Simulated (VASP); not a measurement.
# GaN (F-43m) in VASP: notebook

Runs on GaN. Level: PBE. Tasks: single point.

All numbers are computed with VASP 6.6.1; they aren't measurements. Logs are shortened: lines on timing, memory, paths and dates and some standing lists are left out, and cuts for length are marked.

**1. The cell of the first run**

The structure is cubic, space group F-43m (No. 216). The conventional cell has a = 4.507 Å, b = 4.507 Å, c = 4.507 Å, α = 90.00°, β = 90.00°, γ = 90.00°. Ga (site symmetry -43m) has 4 N at 1.95 Å within 2.6 Å. N (site symmetry -43m) has 4 Ga at 1.95 Å within 2.6 Å.

**2. Single point, PBE**

The input, INCAR:

```
SYSTEM = GaN
ALGO     = Normal         ! electronic algorithm
EDIFF    = 1E-6           ! SCF threshold, eV
ENCUT    = 520            ! plane-wave cutoff, eV
GGA      = PE             ! functional
ISIF     = 2              ! what is computed and relaxed
ISMEAR   = 0              ! smearing method
LASPH    = .True.         ! aspherical terms in the spheres
LCHARG   = .False.        ! write CHGCAR
LREAL    = .False.        ! projectors in reciprocal space
LWAVE    = .False.        ! write WAVECAR
NBANDS   = 16             ! bands
NELM     = 60             ! most SCF steps
PREC     = Accurate       ! precision mode
SIGMA    = 0.1            ! smearing width, eV
```

The input, KPOINTS:

```
k-points
0
Gamma
  6 6 6
  0 0 0
```

The input, POSCAR:

```
GaN
1.0
    0.0000000000      2.2535007000      2.2535007000
    2.2535007000      0.0000000000      2.2535007000
    2.2535007000      2.2535007000      0.0000000000
Ga N
1 1
Direct
    0.0000000000      0.0000000000      0.0000000000
    0.2500000000      0.2500000000      0.2500000000
```

Potentials or basis: VASP PAW PBE potentials, release 64 (Ga_d, N).

Command:

```bash
$ cat potpaw_PBE.64/Ga_d/POTCAR potpaw_PBE.64/N/POTCAR > POTCAR
$ mpirun -np 1 vasp_std > vasp.out
```

OUTCAR:

```text
SYSTEM = GaN
   EDIFF = 1E-6
   ENCUT = 520
   GGA = PE
   ISIF = 2
   ISMEAR = 0
   LASPH = .True.
   LREAL = .False.
   NELM = 60
   PREC = Accurate

 ion  position               nearest neighbor table
   1  0.000  0.000  0.000-   2 1.95   2 1.95   2 1.95   2 1.95
   2  0.250  0.250  0.250-   1 1.95   1 1.95   1 1.95   1 1.95

  LATTYP: Found a face centered cubic cell.
 ALAT       =     4.5070014000

  Lattice vectors:

 A1 = (   0.0000000000,   2.2535007000,   2.2535007000)
 A2 = (   2.2535007000,   0.0000000000,   2.2535007000)
 A3 = (   2.2535007000,   2.2535007000,   0.0000000000)

Analysis of symmetry for initial positions (statically):
=====================================================================
 Subroutine PRICEL returns:
 Original cell was already a primitive cell.

 Routine SETGRP: Setting up the symmetry group for a
 face centered cubic supercell.

 Subroutine GETGRP returns: Found 24 space group operations
 (whereof 24 operations were pure point group operations)
 out of a pool of 48 trial point group operations.

The static configuration has the point symmetry T_d .

Analysis of symmetry for dynamics (positions and initial velocities):
=====================================================================
 Subroutine PRICEL returns:
 Original cell was already a primitive cell.

 Routine SETGRP: Setting up the symmetry group for a
 face centered cubic supercell.

 Subroutine GETGRP returns: Found 24 space group operations
 (whereof 24 operations were pure point group operations)
 out of a pool of 48 trial point group operations.

The dynamic configuration has the point symmetry T_d .

 Subroutine INISYM returns: Found 24 space group operations
 (whereof 24 operations are pure point group operations),
 and found     1 'primitive' translations

----------------------------------------------------------------------------------------

                                     Primitive cell

  volume of cell :      22.8877

  direct lattice vectors                    reciprocal lattice vectors
     0.000000000  2.253500700  2.253500700    -0.221877011  0.221877011  0.221877011
     2.253500700  0.000000000  2.253500700     0.221877011 -0.221877011  0.221877011
     2.253500700  2.253500700  0.000000000     0.221877011  0.221877011 -0.221877011

  length of vectors
     3.186931253  3.186931253  3.186931253     0.384302256  0.384302256  0.384302256

[... 70 lines left out ...]
   NELM   =     60;   NELMIN=  2; NELMDL= -5     # of ELM steps
   EDIFF  = 0.1E-05   stopping-criterion for ELM
   LREAL  =      F    real-space projection
   EDIFFG = 0.1E-04   stopping-criterion for IOM
   NSW    =      0    number of steps for IOM
   IBRION =     -1    ionic relax: 0-MD 1-quasi-New 2-CG
   NFREE  =      0    steps in history (QN), initial steepest desc. (CG)
   ISIF   =      2    stress and relaxation
   ISYM   =      2    0-nonsym 1-usesym 2-fastsym
   POTIM  = 0.5000    time-step for ionic-motion
   TEBEG  =    0.0;   TEEND  =   0.0 temperature during run
   PSTRESS=    0.0 pullay stress
   NELECT =      18.0000    total number of electrons
   NUPDOWN=      -1.0000    fix difference up-down
   EMIN   =  10.00;   EMAX   =-10.00  energy-range for DOS
   EFERMI =   0.00;   METHOD = LEGACY
   ISMEAR =     0;   SIGMA  =   0.10  broadening in eV -4-tet -1-fermi 0-gaus
   EFERMI_NEDOS =   21; number of points for ismear=-14 and -15
   IALGO  =     38    algorithm
   IMIX   =      4    mixing-type and parameters
     AMIX     =   0.40;   BMIX     =  1.00
     AMIX_MAG =   1.60;   BMIX_MAG =  1.00
  volume/ion in A,a.u.               =      11.44        77.23
  Fermi-wavevector in a.u.,A,eV,Ry     =   1.511117  2.855596 31.068541  2.283473
  Thomas-Fermi vector in A             =   2.621216
   LORBIT       =      0    0 simple, 1 ext, 2 COOP (PROOUT), +10 PAW based schemes
   GGA     = PE    functional components
   LHFCALC =     F    Hartree Fock is set to
   AEXX    =    0.0000 exact exchange contribution
   IVDW    =     0    specifies the selected vdW correction
   LEPSILON=     F    determine dielectric tensor
   LRPA    =     F    only Hartree local field effects (RPA)
 non-spin polarized calculation
 Gauss-broadening in eV      SIGMA  =   0.10
  energy-cutoff  :      520.00
  volume of cell :       22.89
 maximum number of plane-waves:       636
   NGX = 11   NGY = 11   NGZ = 11

 number of electron      18.0000004 magnetization

 Free energy of the ion-electron system (eV)
  ---------------------------------------------------
  ext. energy  EPLUGINS =         0.00000000
  ---------------------------------------------------
  free energy    TOTEN  =       -12.13868325 eV

  energy without entropy =      -12.13868325  energy(sigma->0) =      -12.13868325

 E-fermi :   5.7640     XC(G=0): -11.6658

 val. band max:        5.2861849161   @ k =   0.0000   0.0000   0.0000
 cond. band min:       7.0085695984   @ k =   0.0000   0.0000   0.0000
 fundamental gap:      1.7223846823
 Fermi energy:         5.7639839783

 k-point     1 :       0.0000    0.0000    0.0000
  band No.  band energies     occupation
      1     -10.6487      2.00000
      2      -8.1602      2.00000
      3      -8.1602      2.00000
      4      -8.1602      2.00000
      5      -7.8408      2.00000
      6      -7.8408      2.00000
[... 281 lines left out ...]
      3      -7.9568      2.00000
      4      -7.8489      2.00000
      5      -7.8011      2.00000
      6      -5.9540      2.00000
[... 8 lines left out ...]
     15      25.9503      0.00000
     16      28.3027      0.00000

------------------------ aborting loop because EDIFF is reached ----------------------------------------

  FORCE on cell =-STRESS in cart. coord.  units (eV):
  Direction    XX          YY          ZZ          XY          YZ          ZX
  --------------------------------------------------------------------------------------
  -------------------------------------------------------------------------------------
  Total        0.7213590      0.7213590      0.7213590      0.0000000      0.0000000      0.0000000
  in kB       50.4962300     50.4962300     50.4962300      0.0000000      0.0000000      0.0000000
  external PRESSURE =      50.4962300 kB  Pullay stress =       0.0000000 kB

 VOLUME and BASIS-vectors are now :
 -----------------------------------------------------------------------------
  energy-cutoff  :      520.00
  volume of cell :       22.89
      direct lattice vectors                 reciprocal lattice vectors
     0.000000000  2.253500700  2.253500700    -0.221877011  0.221877011  0.221877011
     2.253500700  0.000000000  2.253500700     0.221877011 -0.221877011  0.221877011
     2.253500700  2.253500700  0.000000000     0.221877011  0.221877011 -0.221877011

 POSITION                                       TOTAL-FORCE (eV/Angst)
 -----------------------------------------------------------------------------------
      0.00000      0.00000      0.00000        -0.000000     -0.000000     -0.000000
      1.12675      1.12675      1.12675         0.000000      0.000000      0.000000
 -----------------------------------------------------------------------------------
    total drift:                                0.000002      0.000002      0.000002

  FREE ENERGIE OF THE ION-ELECTRON SYSTEM (eV)
  ---------------------------------------------------
  free  energy   TOTEN  =       -12.1386832492 eV

  energy  without entropy=      -12.1386832492  energy(sigma->0) =      -12.13868325
```

OSZICAR:

```text
N       E                     dE             d eps       ncg     rms          rms(c)
DAV:   1     0.865408102238E+02    0.86541E+02   -0.92538E+03   560   0.199E+03
DAV:   2    -0.817007681319E+01   -0.94711E+02   -0.88133E+02   592   0.343E+02
DAV:   3    -0.140717989692E+02   -0.59017E+01   -0.58830E+01   576   0.719E+01
DAV:   4    -0.141420703212E+02   -0.70271E-01   -0.70262E-01   656   0.848E+00
DAV:   5    -0.141430178945E+02   -0.94757E-03   -0.94757E-03   576   0.867E-01    0.772E+00
DAV:   6    -0.121381819924E+02    0.20048E+01   -0.49375E+00   768   0.397E+01    0.269E+00
DAV:   7    -0.121462370149E+02   -0.80550E-02   -0.31486E-01   568   0.653E+00    0.177E+00
DAV:   8    -0.121424005539E+02    0.38365E-02   -0.56260E-02   608   0.321E+00    0.774E-01
DAV:   9    -0.121384215173E+02    0.39790E-02   -0.13776E-02   768   0.270E+00    0.198E-01
DAV:  10    -0.121387732788E+02   -0.35176E-03   -0.14982E-03   600   0.542E-01    0.968E-02
DAV:  11    -0.121386784356E+02    0.94843E-04   -0.27170E-04   752   0.248E-01    0.886E-03
DAV:  12    -0.121386835253E+02   -0.50898E-05   -0.29966E-05   568   0.507E-02    0.110E-02
DAV:  13    -0.121386832492E+02    0.27619E-06   -0.61558E-07   416   0.146E-02
   1 F= -.12138683E+02 E0= -.12138683E+02  d E =-.953875E-13
```

Wall time 7.4 s (1 thread of Intel Xeon 8259CL, shared host); peak memory 0.14 GiB.

What came out:

- Free energy: -12.1387 eV
- Pressure: 5.0 GPa
- Band gap on the k mesh: 1.72 eV, direct

Levels at points of the mesh, in eV from the valence-band top:
| k point | band 5 | band 6 | band 7 | band 8 | band 9 | band 10 | band 11 | band 12 | band 13 | band 14 |
| --- | --- | --- | --- | --- | --- | --- | --- | --- | --- | --- |
| (0.00, 0.00, 0.00) | -13.13 | -13.13 | 0.00 | 0.00 | 0.00 | 1.72 | 10.30 | 10.30 | 10.30 | 17.60 |
| (0.50, 0.00, 0.00) | -13.08 | -11.88 | -7.04 | -0.97 | -0.97 | 4.64 | 8.73 | 10.36 | 10.36 | 15.63 |
| (0.50, 0.50, 0.00) | -13.05 | -11.46 | -6.12 | -2.70 | -2.70 | 3.35 | 6.66 | 11.71 | 13.96 | 13.96 |

**3. Single point, PBE**

This run uses another cell than the first one, of 11.75 Å³/atom, 1.026 times its volume.

The input, INCAR:

```
SYSTEM = GaN
PREC     = Accurate       ! precision mode
ENCUT    = 520            ! plane-wave cutoff, eV
EDIFF    = 1E-7           ! SCF threshold, eV
ISMEAR   = 0              ! smearing method
SIGMA    = 0.1            ! smearing width, eV
LREAL    = .False.        ! projectors in reciprocal space
LASPH    = .True.         ! aspherical terms in the spheres
NELM     = 60             ! most SCF steps
ALGO     = Normal         ! electronic algorithm
ISIF     = 2              ! what is computed and relaxed
LWAVE    = .False.        ! write WAVECAR
LCHARG   = .False.        ! write CHGCAR
GGA      = PE             ! functional
NBANDS   = 16             ! bands
```

The input, KPOINTS:

```
regular mesh
0
Gamma
  6 6 6
  0 0 0
```

The input, POSCAR:

```
GaN
1.0
    0.0000000000      2.2731621029      2.2731621029
    2.2731621029      0.0000000000      2.2731621029
    2.2731621029      2.2731621029      0.0000000000
Ga N
1 1
Direct
    0.0000000000      0.0000000000      0.0000000000
    0.2500000000      0.2500000000      0.2500000000
```

Potentials or basis: VASP PAW PBE potentials, release 64 (Ga_d, N).

Command:

```bash
$ cat potpaw_PBE.64/Ga_d/POTCAR potpaw_PBE.64/N/POTCAR > POTCAR
$ mpirun -np 1 vasp_std > vasp.out
```

Wall time 8.5 s (1 thread of Intel Xeon 8259CL, shared host); peak memory 0.14 GiB.

The run converged. Its results:

- Free energy: -12.1488 eV
- Pressure: 0.3 GPa
- Band gap on the k mesh: 1.55 eV, direct

Levels at points of the mesh, in eV from the valence-band top:
| k point | band 5 | band 6 | band 7 | band 8 | band 9 | band 10 | band 11 | band 12 | band 13 | band 14 |
| --- | --- | --- | --- | --- | --- | --- | --- | --- | --- | --- |
| (0.00, 0.00, 0.00) | -13.13 | -13.13 | 0.00 | 0.00 | 0.00 | 1.55 | 10.13 | 10.13 | 10.13 | 17.25 |
| (0.50, 0.00, 0.00) | -13.09 | -11.88 | -6.87 | -0.94 | -0.94 | 4.46 | 8.59 | 10.23 | 10.23 | 15.41 |
| (0.50, 0.50, 0.00) | -13.06 | -11.46 | -6.02 | -2.61 | -2.61 | 3.34 | 6.50 | 11.53 | 13.68 | 13.68 |

**4. Single point, PBE (volume scaled by 0.88)**

The input, INCAR:

```
ALGO     = Normal         # electronic algorithm
EDIFF    = 1E-6           # SCF threshold, eV
ENCUT    = 520            # plane-wave cutoff, eV
GGA      = PE             # functional
ISIF     = 2              # what is computed and relaxed
ISMEAR   = 0              # smearing method
LASPH    = True           # aspherical terms in the spheres
LCHARG   = False          # write CHGCAR
LREAL    = False          # projectors in reciprocal space
LWAVE    = False          # write WAVECAR
NBANDS   = 16             # bands
NELM     = 100            # most SCF steps
PREC     = Accurate       # precision mode
SIGMA    = 0.02           # smearing width, eV
```

The input, KPOINTS:

```
k-points
0
Gamma
  10 10 10
```

The input, POSCAR:

```
GaN
1.0
    0.0000000000      2.1793548192      2.1793548192
    2.1793548192      0.0000000000      2.1793548192
    2.1793548192      2.1793548192      0.0000000000
Ga N
1 1
Direct
    0.0000000000      0.0000000000      0.0000000000
    0.7500000000      0.7500000000      0.7500000000
```

Command:

```bash
$ cat potpaw_PBE.64/Ga_d/POTCAR potpaw_PBE.64/N/POTCAR > POTCAR
$ mpirun -np 1 vasp_std > vasp.out
```

It took 15 s on 1 thread of Intel Xeon 8259CL, shared host; peak memory 0.15 GiB.

The run converged. Its results:

```
Free energy            : -11.9233 eV
Pressure               : 29.0 GPa
Band gap on the k mesh : 2.37 eV, direct
```

Levels at points of the mesh, in eV from the valence-band top:
```
           k point  band 6  band 7  band 8  band 9  band 10  band 11  band 12  band 13
(0.00, 0.00, 0.00)  -13.13    0.00    0.00    0.00     2.37    10.94    10.94    10.94
(0.50, 0.00, 0.00)  -11.88   -7.74   -1.10   -1.10     5.34     9.22    10.89    10.89
(0.50, 0.50, 0.00)  -11.48   -6.55   -3.08   -3.08     3.37     7.24    12.47    15.05
```

Caveat: the cell differs from its parent crystal (volume scaled by 0.88).

**5. Overview**

```csv
cell,k mesh,smearing,gap on the mesh (eV),pressure (GPa)
"a = 3.187 Å, angles 60.0°, 2 atoms",6 × 6 × 6,gaussian 0.1 eV,1.72,5.0
"a = 3.215 Å, angles 60.0°, 2 atoms",6 × 6 × 6,gaussian 0.1 eV,1.55,0.3
"a = 3.082 Å, angles 60.0°, 2 atoms",10 × 10 × 10,gaussian 0.02 eV,2.37,29.0
```

Alike in all rows: task single point; level PBE; potentials or basis VASP PAW PBE potentials, release 64 (Ga_d, N); no spin polarisation; cutoff (eV) 520.

Absolute energies hang on the potentials; compare differences alone.
